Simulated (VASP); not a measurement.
A run of VASP 6.6.1 is set up as follows.

Contents of INCAR:

```
SYSTEM = Cl
  ALGO = Normal
  EDIFF = 1E-6
  EDIFFG = -0.01
  ENCUT = 600
  GGA = PE
  IBRION = 2
  ISIF = 3
  ISMEAR = 0
  LASPH = .True.
  LCHARG = .False.
  LREAL = .False.
  LWAVE = .False.
  NELM = 80
  NSW = 100
  PREC = Accurate
  SIGMA = 0.02
```

File KPOINTS:

```
k-points
0
Gamma
  9 9 4
  0 0 0
```

File POSCAR:

```
Cl
1.0
    4.4564513466      0.0000000000      0.0000000000
   -2.2282256733      3.8594000769      0.0000000000
    0.0000000000      0.0000000000      9.2365460316
Cl
4
Direct
    0.3333333333      0.6666666667      0.3588245827
    0.6666666667      0.3333333333      0.8588245827
    0.6666666667      0.3333333333      0.6411754173
    0.3333333333      0.6666666667      0.1411754173
```

Potentials or basis: VASP PAW PBE potentials, release 64 (Cl).

Command:

```console
$ cat potpaw_PBE.64/Cl/POTCAR > POTCAR
$ mpirun -np 1 vasp_std > vasp.out
```

Task: What does it give for the band gap on the k mesh?

Result: 2.15 eV (least direct gap 2.18 eV).

Task: What does it give for the space group after relaxing (to 0.1 Å)?

Result: P6_3/mmc (No. 194).

Task: What does it give for the relaxed volume?

Result: 39.61 Å³/atom.

Task: What does it give for the relaxed cell?

Result: a = 4.456 Å, b = 4.456 Å, c = 9.213 Å, α = 90.00°, β = 90.00°, γ = 120.00°.

Final structure:
```
CELL_PARAMETERS angstrom
4.45641 0.00000 0.00000
-2.22821 3.85937 0.00000
0.00000 0.00000 9.21260
ATOMIC_POSITIONS crystal
Cl 0.33333 0.66667 0.35855
Cl 0.66667 0.33333 0.85855
Cl 0.66667 0.33333 0.64145
Cl 0.33333 0.66667 0.14145
```

Caveat: this functional lacks dispersion, which holds the molecules together, so the pressure and a relaxed volume are unreliable. A k mesh can miss the band edges.
